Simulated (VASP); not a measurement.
Here is a VASP 6.6.1 calculation.

The input INCAR:

```
ALGO = Normal
EDIFF = 1E-6
ENCUT = 600
GGA = PE
GGA_COMPAT = F
ISIF = 2
ISMEAR = 0
LASPH = T
LCHARG = F
LREAL = F
LWAVE = F
NBANDS = 20
NELM = 120
PREC = Accurate
SIGMA = 0.15
```

File KPOINTS:

```
k-points
0
Gamma
  4 4 4
```

Contents of POSCAR:

```
SnO2
1.0
    0.0000000000      2.5781983220      2.5781983220
    2.5781983220      0.0000000000      2.5781983220
    2.5781983220      2.5781983220      0.0000000000
Sn O
1 2
Direct
    0.5000000000      0.5000000000      0.5000000000
    0.2500000000      0.2500000000      0.2500000000
    0.7500000000      0.7500000000      0.7500000000
```

Potentials or basis: VASP PAW PBE potentials, release 64 (Sn_d, O).

Launch:

```bash
$ cat potpaw_PBE.64/Sn_d/POTCAR potpaw_PBE.64/O/POTCAR > POTCAR
$ mpirun -np 1 vasp_std > vasp.out
```

What does it give for the band gap on the k mesh?

Zero (bands 13 and 14 overlap by 0.21 eV).

Predict the pressure.

-0.2 GPa.

Caveat: the k points lie up to 0.53 Å⁻¹ apart; semilocal functionals underestimate gaps, so a narrow gap can read as zero; spin-orbit coupling is left out, which moves the levels of the heavy elements.
